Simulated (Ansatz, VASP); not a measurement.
# Si2Mo in VASP and in Ansatz

Contents of INCAR:

```
ALGO = Normal
EDIFF = 1E-6
ENCUT = 520
GGA = PE
ISIF = 2
ISMEAR = 0
LASPH = T
LCHARG = T
LELF = T
LREAL = F
LVHAR = T
LWAVE = F
NBANDS = 18
NELM = 60
PREC = Accurate
SIGMA = 0.15
```

File KPOINTS:

```
k-points
0
Gamma
  18 18 18
```

The input POSCAR:

```
Si2Mo
1.0
   -1.6298787326      1.6298787326      3.9366136217
    1.6298787326     -1.6298787326      3.9366136217
    1.6298787326      1.6298787326     -3.9366136217
Si Mo
2 1
Direct
    0.3350971189      0.3350971189      0.0000000000
    0.6649028811      0.6649028811      0.0000000000
    0.0000000000      0.0000000000      0.0000000000
```

Input for Ansatz:

```yaml
crystal:
  lattice:
    - [-1.6298787326, 1.6298787326, 3.9366136217]
    - [1.6298787326, -1.6298787326, 3.9366136217]
    - [1.6298787326, 1.6298787326, -3.9366136217]
  atoms:
    - { symbol: Si, position: [0.3350971189, 0.3350971189, 0.0] }
    - { symbol: Si, position: [0.6649028811, 0.6649028811, 0.0] }
    - { symbol: Mo, position: [0.0, 0.0, 0.0] }
kpoints:
  mp_grid: { grid: [18, 18, 18] }
hamiltonian:
  xc: pbe
  pseudopotentials: { kind: paw, azcp: { folder: soft_1 } }
scf:
  occupations: { method: gaussian, width: 0.15 }
  mixing: { preconditioner: ldos }
output:
  forces: true
  eigenvalues: true
  stress: true
```

Alike in both runs: task single point; functional PBE; k mesh 18 × 18 × 18; occupations gaussian, width 0.15 eV; no spin polarisation.

|  | VASP | Ansatz |
| --- | --- | --- |
| version | VASP 6.6.1 | Ansatz 0.2.0 |
| potentials or method | VASP PAW PBE potentials, release 64 (Si, Mo_sv) | scalar-relativistic, plane waves, PAW |
| plane-wave cutoff (eV) | 520 | 420 |
| valence electrons in the cell | 22 | 22 |

|  | VASP | Ansatz | Ansatz less VASP |
| --- | --- | --- | --- |
| gap on the k mesh at the Fermi level (eV) | none | none | - |
| pressure (GPa) | -4.8 | -4.9 | -0.14 |
| traceless stress, the component that is largest in VASP (GPa) | 2.71 | 2.72 | +0.016 |
| rms of the force components (eV/Å) | 0.020 | 0.021 | +0.0011 |

Atom by atom the forces differ by 0.001 eV/Å (rms over components). A gap of «none» marks a metal or a gap that the smearing closes.
